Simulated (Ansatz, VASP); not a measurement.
Two plane-wave programs on AlO2

```
Al O
1.0
     1.46872   -4.99619    0.00000
     1.46872    4.99619    0.00000
     0.00000    0.00000    3.62866
Al O
2 4
Direct
  0.33747 0.66253 0.25000
  0.66253 0.33747 0.75000
  0.70542 0.29458 0.25000
  0.29458 0.70542 0.75000
  0.96952 0.03048 0.25000
  0.03048 0.96952 0.75000
```

Alike in both runs: functional PBE; k mesh 12 × 12 × 10; occupations gaussian, width 0.1 eV; no spin polarisation.

Ansatz relaxed the structure, and its values are those at the end. VASP's run is a single point on that final structure, the one shown.

|  | VASP | Ansatz |
| --- | --- | --- |
| version | VASP 6.6.1 | Ansatz 0.2.0 |
| potentials or method | VASP PAW PBE potentials, release 64 (Al, O), cutoff 520 eV | scalar-relativistic, plane waves, PAW |
| valence electrons in the cell | 30 | 30 |

```tsv
	VASP	Ansatz	Ansatz less VASP
gap on the k mesh at the Fermi level (eV)	none	none	-
pressure (GPa)	-0.1	0.0	+0.11
rms of the force components (eV/Å)	0.005	0.001	-0.0039
```

A gap of «none» marks a metal or a gap that the smearing closes. The functional is the same, so the differences come from potentials, cutoffs and numerics.
